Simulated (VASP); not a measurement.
Write the native input for VASP 6.6.1 that does the following.

- Task: single point
- Functional: PBE
- Potentials or basis: VASP PAW PBE potentials, release 64 (Cd, Se)
- Cutoff: 520 eV
- k mesh: 6 × 6 × 2
- Occupations: gaussian, width 0.01 eV
- Spin: no spin polarisation
- Dipole correction: no
- Further INCAR settings: ALGO = Normal; EDIFF = 1e-06; NBANDS = 26

The structure of CdSe lies in POSCAR:

```
CdSe
1.0
    4.6022437353      0.0000000000      0.0000000000
   -2.3011218676      3.9856599892      0.0000000000
    0.0000000000      0.0000000000      6.0016225046
Cd Se
2 2
Direct
    0.3333333333      0.6666666667      0.2500000000
    0.6666666667      0.3333333333      0.7500000000
    0.6666666667      0.3333333333      0.2500000000
    0.3333333333      0.6666666667      0.7500000000
```

The input as run:

INCAR

```
SYSTEM = CdSe
PREC = Accurate ; ENCUT = 520
EDIFF = 1E-6 ; ISMEAR = 0
SIGMA = 0.01 ; LREAL = .False.
LASPH = .True. ; NELM = 100
ALGO = Normal ; ISIF = 2
LWAVE = .False. ; LCHARG = .False.
GGA = PE ; NBANDS = 26
```

KPOINTS

```
regular mesh
0
Gamma
  6 6 2
  0 0 0
```

Potentials or basis: VASP PAW PBE potentials, release 64 (Cd, Se).

Command:

```console
$ cat potpaw_PBE.64/Cd/POTCAR potpaw_PBE.64/Se/POTCAR > POTCAR
$ mpirun -np 1 vasp_std > vasp.out
```

Results of the run:

```yaml
Pressure: 1.9 GPa
Band_gap_on_the_k_mesh: 0.22 eV, indirect (least direct gap 0.43 eV)
```

Caveat: the k points lie up to 0.52 Å⁻¹ apart.

Wall time 29 s on 1 thread of AMD EPYC 9R45 96-Core Processor (Zen 5), on a shared host, peak memory 0.21 GiB.
